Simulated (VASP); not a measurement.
# KCl (I4/mmm) in VASP: notebook, part 2 of 2

VASP 6.6.1. Earlier steps stand in the parts before.

## (3) Single point, PBE (strain -0.0100 x Voigt [0, 1, 0, 0, 0, 0])

File INCAR:

```
SYSTEM = KCl
PREC     = Accurate       ! precision mode
ENCUT    = 520            ! plane-wave cutoff, eV
EDIFF    = 1E-6           ! SCF threshold, eV
ISMEAR   = 0              ! smearing method
SIGMA    = 0.05           ! smearing width, eV
LREAL    = .False.        ! projectors in reciprocal space
LASPH    = .True.         ! aspherical terms in the spheres
NELM     = 100            ! most SCF steps
ALGO     = Normal         ! electronic algorithm
ISIF     = 2              ! what is computed and relaxed
LWAVE    = .False.        ! write WAVECAR
LCHARG   = .False.        ! write CHGCAR
GGA      = PE             ! functional
NBANDS   = 15             ! bands
```

File KPOINTS:

```
Automatic mesh
0
Gamma
  6 6 6
  0 0 0
```

File POSCAR:

```
KCl
1.0
    0.0000000000      3.1245390000      3.1561000000
    3.1561000000      0.0000000000      3.1561000000
    3.1561000000      3.1245390000      0.0000000000
K Cl
1 1
Direct
    0.0000000000      0.0000000000      0.0000000000
    0.5000000000      0.5000000000      0.5000000000
```

Potentials or basis: VASP PAW PBE potentials, release 64 (K_sv, Cl).

Launch:

```sh
cat potpaw_PBE.64/K_sv/POTCAR potpaw_PBE.64/Cl/POTCAR > POTCAR
mpirun -np 1 vasp_std > vasp.out
```

Wall time 28 s (1 thread of Intel Xeon Platinum 8259CL at 2.50GHz (Skylake/Cascade Lake), shared host); peak memory 0.2 GiB.

Results (log left out):

| Item | Value |
| --- | --- |
| Free energy | -6.8031 eV |
| Pressure | 0.8 GPa |
| Band gap on the k mesh | 5.18 eV |

Stress tensor (GPa, compression positive):
```
0.68 0.00 0.00
0.00 1.07 0.00
0.00 0.00 0.68
```

Levels at points of the mesh, in eV from the valence-band top:
```
           k point  band 6  band 7  band 8  band 9  band 10  band 11
(0.00, 0.00, 0.00)   -0.01   -0.01    0.00    5.19     8.36     8.36
(0.50, 0.00, 0.00)   -1.06   -0.33   -0.33    7.59     8.60    10.52
(0.50, 0.50, 0.00)   -0.67   -0.22   -0.22    6.53     8.34    10.05
(0.50, 0.00, 0.50)   -0.65   -0.24   -0.24    6.52     8.36    10.12
```

Caveat: the cell differs from its parent crystal (strain -0.0100 x Voigt [0, 1, 0, 0, 0, 0]).

## (4) Single point, PBE (strain +0.0300 x Voigt [0, 1, 0, 0, 0, 0])

File INCAR:

```
ALGO = Normal ; EDIFF = 1E-6
ENCUT = 520 ; GGA = PE
ISIF = 2 ; ISMEAR = 0
LASPH = T ; LCHARG = F
LREAL = F ; LWAVE = F
NBANDS = 15 ; NELM = 100
PREC = Accurate ; SIGMA = 0.05
```

File KPOINTS:

```
k-points
0
Gamma
  6 6 6
```

File POSCAR:

```
KCl
1.0
    0.0000000000      3.2507830000      3.1561000000
    3.1561000000      0.0000000000      3.1561000000
    3.1561000000      3.2507830000      0.0000000000
K Cl
1 1
Direct
    0.0000000000      0.0000000000      0.0000000000
    0.5000000000      0.5000000000      0.5000000000
```

Launch:

```sh
cat potpaw_PBE.64/K_sv/POTCAR potpaw_PBE.64/Cl/POTCAR > POTCAR
mpirun -np 1 vasp_std > vasp.out
```

It took 37 s on 1 thread of Intel Xeon Platinum 8259CL at 2.50GHz (Skylake/Cascade Lake), shared host; peak memory 0.21 GiB.

Results (log left out):

```yaml
Free_energy: -6.8074 eV
Pressure: 0.1 GPa
Band_gap_on_the_k_mesh: 5.05 eV
```

Stress tensor (GPa, compression positive):
```
 0.40  0.00  0.00
 0.00 -0.46  0.00
 0.00  0.00  0.40
```

Levels at points of the mesh, in eV from the valence-band top:
| k point | band 6 | band 7 | band 8 | band 9 | band 10 | band 11 |
| --- | --- | --- | --- | --- | --- | --- |
| (0.00, 0.00, 0.00) | -0.01 | 0.00 | 0.00 | 5.05 | 8.23 | 8.41 |
| (0.50, 0.00, 0.00) | -0.99 | -0.30 | -0.30 | 7.47 | 8.44 | 10.37 |
| (0.50, 0.50, 0.00) | -0.62 | -0.23 | -0.23 | 6.54 | 8.18 | 9.90 |
| (0.50, 0.00, 0.50) | -0.66 | -0.20 | -0.20 | 6.58 | 8.15 | 9.71 |

Caveat: the cell differs from its parent crystal (strain +0.0300 x Voigt [0, 1, 0, 0, 0, 0]).

## (5) Single point, PBE (strain +0.0100 x Voigt [0, 1, 0, 0, 0, 0])

File INCAR:

```
SYSTEM = KCl
PREC = Accurate
ENCUT = 520
EDIFF = 1E-7
ISMEAR = 0
SIGMA = 0.05
LREAL = .FALSE.
LASPH = .TRUE.
NELM = 60
ALGO = Normal
ISIF = 2
LWAVE = .FALSE.
LCHARG = .FALSE.
GGA = PE
NBANDS = 15
```

File KPOINTS:

```
Automatic mesh
0
G
  6 6 6
  0 0 0
```

File POSCAR:

```
KCl
1.0
    0.0000000000      3.1876610000      3.1561000000
    3.1561000000      0.0000000000      3.1561000000
    3.1561000000      3.1876610000      0.0000000000
K Cl
1 1
Direct
    0.0000000000      0.0000000000      0.0000000000
    0.5000000000      0.5000000000      0.5000000000
```

Potentials or basis: VASP PAW PBE potentials, release 64 (K_sv, Cl).

Launch:

```sh
cat potpaw_PBE.64/K_sv/POTCAR potpaw_PBE.64/Cl/POTCAR > POTCAR
mpirun -np 1 vasp_std > vasp.out
```

OUTCAR:

```text
SYSTEM = KCl
   PREC = Accurate
   ENCUT = 520
   EDIFF = 1E-7
   ISMEAR = 0
   LREAL = .FALSE.
   LASPH = .TRUE.
   NELM = 60
   ISIF = 2
   GGA = PE

 ion  position               nearest neighbor table
   1  0.000  0.000  0.000-   2 3.16   2 3.16   2 3.16   2 3.16   2 3.19   2 3.19
   2  0.500  0.500  0.500-   1 3.16   1 3.16   1 3.16   1 3.16   1 3.19   1 3.19

  LATTYP: Found a body centered tetragonal cell.
 ALAT       =     4.4633994242
 C/A-ratio  =     1.4283556980

  Lattice vectors:

 A1 = (   0.0000000000,  -3.1876610000,   3.1561000000)
[... 620 lines left out ...]

  FORCE on cell =-STRESS in cart. coord.  units (eV):
  Direction    XX          YY          ZZ          XY          YZ          ZX
  --------------------------------------------------------------------------------------
  -------------------------------------------------------------------------------------
  Total        0.2094835      0.0760133      0.2094835      0.0000000     -0.0000000      0.0000000
  in kB        5.2851433      1.9177693      5.2851433      0.0000000     -0.0000000      0.0000000
  external PRESSURE =       4.1626853 kB  Pullay stress =       0.0000000 kB

 VOLUME and BASIS-vectors are now :
 -----------------------------------------------------------------------------
  energy-cutoff  :      520.00
  volume of cell :       63.50
      direct lattice vectors                 reciprocal lattice vectors
     0.000000000  3.187661000  3.156100000    -0.158423371  0.156854822  0.158423371
     3.156100000  0.000000000  3.156100000     0.158423371 -0.156854822  0.158423371
     3.156100000  3.187661000  0.000000000     0.158423371  0.156854822 -0.158423371

 POSITION                                       TOTAL-FORCE (eV/Angst)
 -----------------------------------------------------------------------------------
      0.00000      0.00000      0.00000         0.000000      0.000000     -0.000000
      3.15610      3.18766      3.15610        -0.000000      0.000000      0.000000
 -----------------------------------------------------------------------------------
    total drift:                                0.000000      0.000000      0.000000

  FREE ENERGIE OF THE ION-ELECTRON SYSTEM (eV)
  ---------------------------------------------------
  free  energy   TOTEN  =        -6.8082182734 eV

  energy  without entropy=       -6.8082182734  energy(sigma->0) =       -6.80821827
```

OSZICAR:

```text
N       E                     dE             d eps       ncg     rms          rms(c)
DAV:   1     0.101216116854E+03    0.10122E+03   -0.71488E+03   900   0.957E+02
DAV:   2    -0.328180247393E+00   -0.10154E+03   -0.93121E+02  1213   0.233E+02
DAV:   3    -0.684640337043E+01   -0.65182E+01   -0.64734E+01  1259   0.524E+01
DAV:   4    -0.710316581355E+01   -0.25676E+00   -0.25669E+00  1351   0.920E+00
DAV:   5    -0.710504338686E+01   -0.18776E-02   -0.18775E-02  1286   0.893E-01    0.324E+00
DAV:   6    -0.680991197580E+01    0.29513E+00   -0.42890E-01  1117   0.326E+00    0.265E+00
DAV:   7    -0.679450234323E+01    0.15410E-01   -0.10375E-01  1215   0.181E+00    0.153E+00
DAV:   8    -0.680683605263E+01   -0.12334E-01   -0.16188E-02  1154   0.950E-01    0.177E-01
DAV:   9    -0.680762570117E+01   -0.78965E-03   -0.10032E-03  1194   0.199E-01    0.975E-02
DAV:  10    -0.680821013289E+01   -0.58443E-03   -0.61707E-04   935   0.156E-01    0.209E-02
DAV:  11    -0.680821469491E+01   -0.45620E-05   -0.23874E-05  1250   0.270E-02    0.542E-03
DAV:  12    -0.680821781269E+01   -0.31178E-05   -0.38161E-06   970   0.137E-02    0.486E-03
DAV:  13    -0.680821813786E+01   -0.32517E-06   -0.62196E-07  1201   0.424E-03    0.894E-04
DAV:  14    -0.680821826613E+01   -0.12827E-06   -0.10434E-07   959   0.207E-03    0.313E-04
DAV:  15    -0.680821827340E+01   -0.72744E-08   -0.18629E-09   660   0.298E-04
   1 F= -.68082183E+01 E0= -.68082183E+01  d E =-.132994E-17
```

Run time: 42 s. Hardware: 1 thread of Intel Xeon Platinum 8259CL at 2.50GHz (Skylake/Cascade Lake), shared host; peak memory 0.21 GiB.

What came out:

```
Free energy            : -6.8082 eV
Pressure               : 0.4 GPa
Band gap on the k mesh : 5.12 eV
```

Stress tensor (GPa, compression positive):
```
0.53 0.00 0.00
0.00 0.19 0.00
0.00 0.00 0.53
```

Caveat: the cell differs from its parent crystal (strain +0.0100 x Voigt [0, 1, 0, 0, 0, 0]).

## (6) Summary

```csv
cell,gap on the mesh (eV),pressure (GPa)
"a = 4.419, b = 4.463 Å, angles 59.7, 60.7, 59.7°, 2 atoms",5.21,1.0
"a = 4.441, b = 4.463 Å, angles 59.8, 60.3, 59.8°, 2 atoms",5.18,0.8
"a = 4.531, b = 4.463 Å, angles 60.5, 59.0, 60.5°, 2 atoms",5.05,0.1
"a = 4.486, b = 4.463 Å, angles 60.2, 59.7, 60.2°, 2 atoms",5.12,0.4
```

Alike in all rows: task single point; level PBE; potentials or basis VASP PAW PBE potentials, release 64 (K_sv, Cl); no spin polarisation; k mesh 6 × 6 × 6; cutoff (eV) 520; smearing gaussian 0.05 eV.

Total energies depend on the potentials used, so only differences within one code and one set of settings carry meaning.
